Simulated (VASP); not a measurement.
Input of a VASP 6.6.1 run:

File INCAR:

```
SYSTEM = MgO
PREC = Accurate
ENCUT = 520
EDIFF = 1E-6
ISMEAR = -1
SIGMA = 0.05
LREAL = .FALSE.
LASPH = .TRUE.
NELM = 80
ALGO = Normal
ISIF = 2
LWAVE = .FALSE.
LCHARG = .FALSE.
GGA = PS
NBANDS = 11
```

File KPOINTS:

```
Automatic mesh
0
G
  10 10 10
  0 0 0
```

POSCAR

```
MgO
1.0
    2.9574785625      0.0000000000      0.0000000000
   -1.4787392813      2.5612515663      0.0000000000
    0.0000000000      0.0000000000      2.6974267424
Mg O
1 1
Direct
    0.0000000000      0.0000000000      0.0000000000
    0.3333333333      0.6666666667      0.5000000000
```

Potentials or basis: VASP PAW PBE potentials, release 64 (Mg, O).

Run with:

```bash
$ cat potpaw_PBE.64/Mg/POTCAR potpaw_PBE.64/O/POTCAR > POTCAR
$ mpirun -np 1 vasp_std > vasp.out
```

Task: Estimate the pressure.

Result: -6.8 GPa.

Task: Estimate the band gap on the k mesh.

Result: 2.78 eV, indirect (least direct gap 3.18 eV).

Stress tensor (GPa, compression positive):
```
-6.51  0.00  0.00
 0.00 -6.51  0.00
 0.00  0.00 -7.42
```

Caveat: the PAW data sets were made with another functional, which shifts forces and pressure a little. A k mesh can miss the band edges.
